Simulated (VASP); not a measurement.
HfB: single point with PBE

Crystal: HfB.

```
Hf B
1.0
     0.00000    2.34788    2.34788
     2.34788    0.00000    2.34788
     2.34788    2.34788    0.00000
Hf B
1 1
Direct
  0.50000 0.50000 0.50000
  0.00000 0.00000 0.00000
```

| Property | Result |
| --- | --- |
| Program | VASP 6.6.1 |
| Task | single point |
| Functional | PBE |
| Potentials or basis | VASP PAW PBE potentials, release 64 (Hf_pv, B) |
| Cutoff | 500 eV |
| k mesh | 6 × 6 × 6 |
| Occupations | gaussian, width 0.1 eV |
| Spin | no spin polarisation |

The pressure is 18.0 GPa.

Levels at points of the mesh, in eV from the Fermi level:
```csv
k point,band 5,band 6,band 7,band 8,band 9,band 10
"(0.00, 0.00, 0.00)",2.36,2.36,2.36,4.02,4.02,4.02
"(0.50, 0.00, 0.00)",-4.03,-1.08,-1.08,6.42,6.42,7.39
"(0.50, 0.50, 0.00)",-0.84,-0.77,2.41,2.41,6.14,7.70
```

Run time: 8.6 s on 1 thread of Intel(R) Xeon(R) Platinum 8375C CPU @ 2.90GHz (Ice Lake), with other jobs on the host, peak memory 0.13 GiB.

Caveat: the k points lie up to 0.39 Å⁻¹ apart; spin-orbit coupling is left out, which moves the levels of the heavy elements.
